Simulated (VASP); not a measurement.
Wanted: the native input for a VASP 6.6.1 run.

```
Task                   : single point
Functional             : PBE
Potentials or basis    : VASP PAW PBE potentials, release 64 (Ti_sv, Al)
Cutoff                 : 520 eV
k mesh                 : 10 × 10 × 10, shifted
Occupations            : gaussian, width 0.1 eV
Spin                   : no spin polarisation
Dipole correction      : no
Further INCAR settings : ALGO = Normal; EDIFF = 1e-06; NBANDS = 18
```

The structure of TiAl3 lies in POSCAR:

```
TiAl3
1.0
    3.9666970505      0.0000000000      0.0000000000
    0.0000000000      3.9666970505      0.0000000000
    0.0000000000      0.0000000000      3.9666970505
Ti Al
1 3
Direct
    0.0000000000      0.0000000000      0.0000000000
    0.5000000000      0.5000000000      0.0000000000
    0.5000000000      0.0000000000      0.5000000000
    0.0000000000      0.5000000000      0.5000000000
```

The input as run:

INCAR

```
SYSTEM = TiAl3
ALGO     = Normal         ! electronic algorithm
EDIFF    = 1E-6           ! SCF threshold, eV
ENCUT    = 520            ! plane-wave cutoff, eV
GGA      = PE             ! functional
ISIF     = 2              ! what is computed and relaxed
ISMEAR   = 0              ! smearing method
LASPH    = .TRUE.         ! aspherical terms in the spheres
LCHARG   = .FALSE.        ! write CHGCAR
LREAL    = .FALSE.        ! projectors in reciprocal space
LWAVE    = .FALSE.        ! write WAVECAR
NBANDS   = 18             ! bands
NELM     = 80             ! most SCF steps
PREC     = Accurate       ! precision mode
SIGMA    = 0.1            ! smearing width, eV
```

KPOINTS

```
Automatic mesh
0
Gamma
  10 10 10
  0.5 0.5 0.5
```

Potentials or basis: VASP PAW PBE potentials, release 64 (Ti_sv, Al).

Launch:

```sh
$ cat potpaw_PBE.64/Ti_sv/POTCAR potpaw_PBE.64/Al/POTCAR > POTCAR
$ mpirun -np 1 vasp_std > vasp.out
```

Results of the run:

The pressure is 1.0 GPa. The band gap on the k mesh is zero (an odd number of electrons rules out a gap without spin polarisation).

Wall time 53 s on 1 thread of Intel Xeon 8259CL, on a shared host, peak memory 0.19 GiB.
